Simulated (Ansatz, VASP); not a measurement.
## Ta in VASP and in Ansatz

```
Ta
1.0
     2.84356    0.00000    0.00000
    -1.42178    2.46259    0.00000
     0.00000    0.00000    5.04035
Ta
2
Cartesian
  0.0000 1.6417 1.2601
  1.4218 0.8209 3.7803
```

Alike in both runs: functional LDA; k mesh 16 × 16 × 9; occupations fermi-dirac, width 0.05 eV; non-collinear spin, spin-orbit coupling.

Ansatz relaxed the structure, and its values are those at the end. VASP's run is a single point on that final structure, the one shown.

|  | VASP | Ansatz |
| --- | --- | --- |
| version | VASP 6.6.1 | Ansatz 0.2.0 |
| potentials or method | VASP PAW LDA potentials, release 64 (Ta_pv) | PAW with Ansatz's default frozen-core files, fully relativistic files with spin-orbit coupling |
| plane-wave cutoff (eV) | 520 | 420 |
| valence electrons in the cell | 22 | 26 |

```tsv
	VASP	Ansatz	Ansatz less VASP
pressure (GPa)	0.6	0.0	-0.58
```

LDA's correlation is that of Perdew and Zunger in VASP and of Perdew and Wang (1992) in Ansatz. VASP's potentials hold 22 valence electrons a cell and Ansatz's 26, so a difference there can come from the potentials and not from the codes.
